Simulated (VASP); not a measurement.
Here is a VASP 6.6.1 calculation.

The input INCAR:

```
ALGO = Normal ; EDIFF = 1E-7
ENCUT = 520 ; GGA = PE
ISIF = 2 ; ISMEAR = 0
LASPH = True ; LCHARG = False
LREAL = False ; LWAVE = False
NBANDS = 22 ; NELM = 100
PREC = Accurate ; SIGMA = 0.05
```

KPOINTS

```
k-points
0
Gamma
  10 10 10
```

POSCAR

```
ReF3
1.0
    4.0727436752      0.0000000000      0.0000000000
    0.0000000000      4.0727436752      0.0000000000
    0.0000000000      0.0000000000      4.0727436752
Re F
1 3
Direct
    0.0000000000      0.0000000000      0.0000000000
    0.5000000000      0.0000000000      0.0000000000
    0.0000000000      0.0000000000      0.5000000000
    0.0000000000      0.5000000000      0.0000000000
```

Potentials or basis: VASP PAW PBE potentials, release 64 (Re, F).

Command:

```bash
$ cat potpaw_PBE.64/Re/POTCAR potpaw_PBE.64/F/POTCAR > POTCAR
$ mpirun -np 1 vasp_std > vasp.out
```

Problem. Estimate the pressure.

Solution. -1.7 GPa.

Problem. Predict the band gap on the k mesh.

Solution. Zero (band 14 reaches 2.37 eV, above the bottom of band 15 at 0.16 eV).

Caveat: spin-orbit coupling is left out, which moves the levels of the heavy elements.
